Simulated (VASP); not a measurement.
# GaAs (rocksalt type) (Fm-3m) in VASP: further runs, part 2 of 2

VASP 6.6.1. The steps go on from the part before.

**5. Single point, LDA (15.99 Å³/atom)**

This run uses another cell than the first one, of 15.99 Å³/atom.

Contents of INCAR:

```
PREC = Accurate ; ENCUT = 520
EDIFF = 1E-7 ; ISMEAR = -1
SIGMA = 0.1 ; LREAL = False
LASPH = True ; NELM = 100
ALGO = Normal ; ISIF = 2
LWAVE = False ; LCHARG = False
GGA = CA ; NBANDS = 16
```

Contents of KPOINTS:

```
Automatic mesh
0
Gamma
  13 13 13
```

Contents of POSCAR:

```
GaAs
1.0
    0.0000000000      2.5193514366      2.5193514366
    2.5193514366      0.0000000000      2.5193514366
    2.5193514366      2.5193514366      0.0000000000
Ga As
1 1
Direct
    0.0000000000      0.0000000000      0.0000000000
    0.5000000000      0.5000000000      0.5000000000
```

Potentials or basis: VASP PAW LDA potentials, release 64 (Ga_d, As).

Command:

```
$ cat potpaw_LDA.64/Ga_d/POTCAR potpaw_LDA.64/As/POTCAR > POTCAR
$ mpirun -np 1 vasp_std > vasp.out
```

OUTCAR:

```text
PREC = Accurate
   ENCUT = 520
   EDIFF = 1E-7
   ISMEAR = -1
   LREAL = False
   LASPH = True
   NELM = 100
   ISIF = 2
   GGA = CA

 ion  position               nearest neighbor table
   1  0.000  0.000  0.000-   2 2.52   2 2.52   2 2.52   2 2.52   2 2.52   2 2.52
   2  0.500  0.500  0.500-   1 2.52   1 2.52   1 2.52   1 2.52   1 2.52   1 2.52

  LATTYP: Found a face centered cubic cell.
 ALAT       =     5.0387028732

  Lattice vectors:

 A1 = (   0.0000000000,   2.5193514366,   2.5193514366)
 A2 = (   2.5193514366,   0.0000000000,   2.5193514366)
 A3 = (   2.5193514366,   2.5193514366,   0.0000000000)

Analysis of symmetry for initial positions (statically):
=====================================================================
 Subroutine PRICEL returns:
 Original cell was already a primitive cell.

 Routine SETGRP: Setting up the symmetry group for a
 face centered cubic supercell.

 Subroutine GETGRP returns: Found 48 space group operations
 (whereof 48 operations were pure point group operations)
 out of a pool of 48 trial point group operations.

The static configuration has the point symmetry O_h .

Analysis of symmetry for dynamics (positions and initial velocities):
=====================================================================
 Subroutine PRICEL returns:
 Original cell was already a primitive cell.

 Routine SETGRP: Setting up the symmetry group for a
 face centered cubic supercell.

 Subroutine GETGRP returns: Found 48 space group operations
 (whereof 48 operations were pure point group operations)
 out of a pool of 48 trial point group operations.

The dynamic configuration has the point symmetry O_h .

 Subroutine INISYM returns: Found 48 space group operations
 (whereof 48 operations are pure point group operations),
 and found     1 'primitive' translations

----------------------------------------------------------------------------------------

                                     Primitive cell
[... 104 lines left out ...]
   EMIN   =  10.00;   EMAX   =-10.00  energy-range for DOS
   EFERMI =   0.00;   METHOD = LEGACY
   ISMEAR =    -1;   SIGMA  =   0.10  broadening in eV -4-tet -1-fermi 0-gaus
   EFERMI_NEDOS =   21; number of points for ismear=-14 and -15
   IALGO  =     38    algorithm
   IMIX   =      4    mixing-type and parameters
     AMIX     =   0.40;   BMIX     =  1.00
     AMIX_MAG =   1.60;   BMIX_MAG =  1.00
  volume/ion in A,a.u.               =      15.99       107.91
  Fermi-wavevector in a.u.,A,eV,Ry     =   1.351658  2.554264 24.857574  1.826980
  Thomas-Fermi vector in A             =   2.479062
   LORBIT       =      0    0 simple, 1 ext, 2 COOP (PROOUT), +10 PAW based schemes
   GGA     = CA    functional components
   LHFCALC =     F    Hartree Fock is set to
   AEXX    =    0.0000 exact exchange contribution
   IVDW    =     0    specifies the selected vdW correction
   LEPSILON=     F    determine dielectric tensor
   LRPA    =     F    only Hartree local field effects (RPA)
 non-spin polarized calculation
  energy-cutoff  :      520.00
  volume of cell :       31.98
 maximum number of plane-waves:       887
   NGX = 13   NGY = 13   NGZ = 13

 number of electron      17.9999992 magnetization

 Free energy of the ion-electron system (eV)
  ---------------------------------------------------
  ext. energy  EPLUGINS =         0.00000000
  ---------------------------------------------------
  free energy    TOTEN  =        -8.92019779 eV

  energy without entropy =       -8.88807129  energy(sigma->0) =       -8.90413454

 E-fermi :   7.4125     XC(G=0): -11.8111

 val. band max:        7.3994448177   @ k =  -0.4615   0.0769   0.0000
 cond. band min:       7.4181617954   @ k =   0.1538   0.0000   0.0000
 fundamental gap:      0.0187169777
 Fermi energy:         7.4125089016

 k-point     1 :       0.0000    0.0000    0.0000
  band No.  band energies     occupation
      1      -7.7452      2.00000
      2      -7.7452      2.00000
      3      -7.7171      2.00000
      4      -7.7171      2.00000
      5      -7.7171      2.00000
      6      -7.4196      2.00000
[... 433 lines left out ...]
      3      -7.7327      2.00000
      4      -7.6800      2.00000
      5      -7.6561      2.00000
      6      -4.5268      2.00000
[... 8 lines left out ...]
     15      22.2125      0.00000
     16      22.3042      0.00000

 [... further k-points ...]
[... 5 lines left out ...]
  --------------------------------------------------------------------------------------
  -------------------------------------------------------------------------------------
  Total        3.1329198      3.1329198      3.1329198     -0.0000000     -0.0000000      0.0000000
  in kB      156.9508274    156.9508274    156.9508274     -0.0000000     -0.0000000      0.0000000
  external PRESSURE =     156.9508274 kB  Pullay stress =       0.0000000 kB

 VOLUME and BASIS-vectors are now :
 -----------------------------------------------------------------------------
  energy-cutoff  :      520.00
  volume of cell :       31.98
      direct lattice vectors                 reciprocal lattice vectors
     0.000000000  2.519351437  2.519351437    -0.198463776  0.198463776  0.198463776
     2.519351437  0.000000000  2.519351437     0.198463776 -0.198463776  0.198463776
     2.519351437  2.519351437  0.000000000     0.198463776  0.198463776 -0.198463776

 POSITION                                       TOTAL-FORCE (eV/Angst)
 -----------------------------------------------------------------------------------
      0.00000      0.00000      0.00000         0.000000      0.000000      0.000000
      2.51935      2.51935      2.51935        -0.000000     -0.000000     -0.000000
 -----------------------------------------------------------------------------------
    total drift:                               -0.000000      0.000000      0.000000

  FREE ENERGIE OF THE ION-ELECTRON SYSTEM (eV)
  ---------------------------------------------------
  free  energy   TOTEN  =        -8.9201977892 eV

  energy  without entropy=       -8.8880712914  energy(sigma->0) =       -8.90413454
```

Run time: 75 s. Hardware: 1 thread of Intel Xeon 8259CL, shared host; peak memory 0.17 GiB.

Results:

```
Free energy            : -8.9202 eV
Pressure               : 15.7 GPa
Band gap on the k mesh : zero (bands 9 and 10 overlap by 3.99 eV)
```

Caveat: the cell stands under pressure.

**6. Single point, LDA (17.08 Å³/atom)**

This run uses another cell than the first one, of 17.08 Å³/atom.

Contents of INCAR:

```
PREC = Accurate
ENCUT = 520
EDIFF = 1E-7
ISMEAR = -1
SIGMA = 0.1
LREAL = False
LASPH = True
NELM = 60
ALGO = Normal
ISIF = 2
LWAVE = False
LCHARG = False
NBANDS = 16
```

Contents of KPOINTS:

```
regular mesh
0
Gamma
  13 13 13
```

Contents of POSCAR:

```
GaAs
1.0
    0.0000000000      2.5753552641      2.5753552641
    2.5753552641      0.0000000000      2.5753552641
    2.5753552641      2.5753552641      0.0000000000
Ga As
1 1
Direct
    0.0000000000      0.0000000000      0.0000000000
    0.5000000000      0.5000000000      0.5000000000
```

Potentials or basis: VASP PAW LDA potentials, release 64 (Ga_d, As).

Command:

```
$ cat potpaw_LDA.64/Ga_d/POTCAR potpaw_LDA.64/As/POTCAR > POTCAR
$ mpirun -np 1 vasp_std > vasp.out
```

Wall time 59 s (1 thread of Intel Xeon 8259CL, shared host); peak memory 0.17 GiB.

It converged, with:

```yaml
Free_energy: -9.0693 eV
Pressure: 6.7 GPa
Band_gap_on_the_k_mesh: zero (bands 9 and 10 overlap by 3.67 eV)
```

Levels at points of the mesh, in eV from the Fermi level:
| k point | band 6 | band 7 | band 8 | band 9 | band 10 | band 11 | band 12 | band 13 |
| --- | --- | --- | --- | --- | --- | --- | --- | --- |
| (0.00, 0.00, 0.00) | -14.21 | 0.05 | 0.05 | 0.05 | 1.03 | 7.46 | 7.46 | 7.46 |

Caveat: the cell stands under pressure.

**7. Overview**

```tsv
cell	gap on the mesh (eV)	pressure (GPa)
a = 3.204 Å, angles 60.0°, 2 atoms	none	111.2
a = 3.332 Å, angles 60.0°, 2 atoms	none	62.9
a = 3.451 Å, angles 60.0°, 2 atoms	none	33.8
a = 3.563 Å, angles 60.0°, 2 atoms	none	15.7
a = 3.642 Å, angles 60.0°, 2 atoms	none	6.7
```

Alike in all rows: task single point; level LDA; potentials or basis VASP PAW LDA potentials, release 64 (Ga_d, As); no spin polarisation; k mesh 13 × 13 × 13; cutoff (eV) 520; smearing fermi-dirac 0.1 eV.

Caveats: the cell stands under pressure.

Total energies depend on the potentials used, so only differences within one code and one set of settings carry meaning.
